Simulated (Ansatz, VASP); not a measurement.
**Two plane-wave programs on BeCd2S2**

```
CELL_PARAMETERS angstrom
4.11988 0.00000 0.00000
-2.05994 3.56792 0.00000
0.00000 0.00000 8.05633
ATOMIC_POSITIONS crystal
Be 0.66667 0.33333 0.00000
Cd 0.00000 0.00000 0.70553
Cd 0.00000 0.00000 0.29447
S 0.66667 0.33333 0.50000
S 0.33333 0.66667 0.00000
```

Change from the starting cell: species swapped into the Sr2ZnAs2 type (P-6m2, No. 187).

Alike in both runs: task single point; functional PBE; k mesh 6 × 6 × 2; occupations gaussian, width 0.1 eV; no spin polarisation.

|  | VASP | Ansatz |
| --- | --- | --- |
| version | VASP 6.6.1 | Ansatz 0.2.0 |
| potentials or method | VASP PAW PBE potentials, release 64 (Be, Cd, S), cutoff 520 eV | scalar-relativistic, plane waves, PAW |
| valence electrons in the cell | 38 | 54 |

VASP gave:

| Item | Value |
| --- | --- |
| gap on the k mesh at the Fermi level (eV) | none |
| pressure (GPa) | -7.3 |
| traceless stress, the component that is largest in VASP (GPa) | 4.22 |
| rms of the force components (eV/Å) | 0.126 |

Q: What did Ansatz give for the same quantities?

A: gap on the k mesh at the Fermi level (eV): none; pressure (GPa): -7.4; traceless stress, the component that is largest in VASP (GPa): 4.21; rms of the force components (eV/Å): 0.130.

Atom by atom the forces differ by 0.004 eV/Å (rms over components). A gap of «none» marks a metal or a gap that the smearing closes. VASP's potentials hold 38 valence electrons a cell and Ansatz's 54, so a difference there can come from the potentials and not from the codes.

The k mesh is coarse, so the values compare programs but aren't converged.
